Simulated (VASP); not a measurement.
A run of VASP 6.6.1 is set up as follows.

Contents of POSCAR:

```
BAs
1.0
    0.0000000000      2.3918676041      2.4875423082
    2.3918676041      0.0000000000      2.4875423082
    2.3918676041      2.3918676041      0.0000000000
B As
1 1
Direct
    0.0000000000      0.0000000000      0.0000000000
    0.2500000000      0.2500000000      0.2500000000
```

File INCAR.step1:

```
SYSTEM = BAs
  PREC = Accurate
  ENCUT = 520
  ISMEAR = -1
  SIGMA = 0.02
  LREAL = .False.
  LASPH = .True.
  NELM = 150
  LNONCOLLINEAR = .True.
  MAGMOM = 0 0 0 0 0 0
  LSORBIT = .True.
  GGA_COMPAT = .False.
  NBANDS = 20
  GGA = PE
  ALGO = Normal
  EDIFF = 1E-4
  LWAVE = .True.
  LCHARG = .False.
```

File INCAR.step2:

```
SYSTEM = BAs
  PREC = Accurate
  ENCUT = 520
  EDIFF = 1E-7
  ISMEAR = -1
  SIGMA = 0.02
  LREAL = .False.
  LASPH = .True.
  NELM = 150
  ALGO = Normal
  ISIF = 2
  LWAVE = .False.
  LCHARG = .False.
  LNONCOLLINEAR = .True.
  MAGMOM = 0 0 0 0 0 0
  LORBIT = 11
  LSORBIT = .True.
  GGA_COMPAT = .False.
  LORBMOM = .True.
  METAGGA = R2SCAN
  LMIXTAU = .True.
  NBANDS = 20
  ISTART = 1
```

File KPOINTS:

```
Automatic mesh
0
Gamma
  10 10 10
  0 0 0
```

Potentials or basis: VASP PAW PBE potentials, release 64 (B, As).

Command:

```console
$ cat potpaw_PBE.64/B/POTCAR potpaw_PBE.64/As/POTCAR > POTCAR
$ cp INCAR.step1 INCAR
$ mpirun -np 1 vasp_ncl > vasp.out
$ cp INCAR.step2 INCAR
$ mpirun -np 1 vasp_ncl > vasp.out
```

(1) What does it give for the net moment?

(2) What does it give for the pressure?

Results:

(1) 0.00 μB per cell.

(2) -4.9 GPa.

Caveat: the cell differs from its parent crystal (uniaxial z strain +4.0%); the stress differs along the axes, from -11 to -2 GPa; the PAW data sets were made with another functional, which shifts forces and pressure a little.
